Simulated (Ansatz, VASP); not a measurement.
**One calculation of GaN, two programs**

```
Ga N
1.0
     0.00000    2.28316    2.28316
     2.28316    0.00000    2.28316
     2.28316    2.28316    0.00000
Ga N
1 1
Direct
  0.00000 0.00000 0.00000
  0.25000 0.25000 0.25000
```

Alike in both runs: task single point; functional b88 exchange, pbe correlation; k mesh 10 × 10 × 10; occupations fermi-dirac, width 0.05 eV; no spin polarisation.

|  | VASP | Ansatz |
| --- | --- | --- |
| version | VASP 6.6.1 | Ansatz 0.2.0 |
| potentials or method | VASP PAW PBE potentials, release 64 (Ga_d, N) | Ansatz PAW |
| plane-wave cutoff (eV) | 600 | 420 |
| valence electrons in the cell | 18 | 18 |

```tsv
	VASP	Ansatz	Ansatz less VASP
gap on the k mesh at the Fermi level (eV)	1.47	1.46	-0.017
least direct gap on the mesh (eV)	1.47	1.46	-0.017
pressure (GPa)	-2.4	-2.3	+0.09
```

VASP's potentials were made for PBE, not for b88 exchange, pbe correlation.
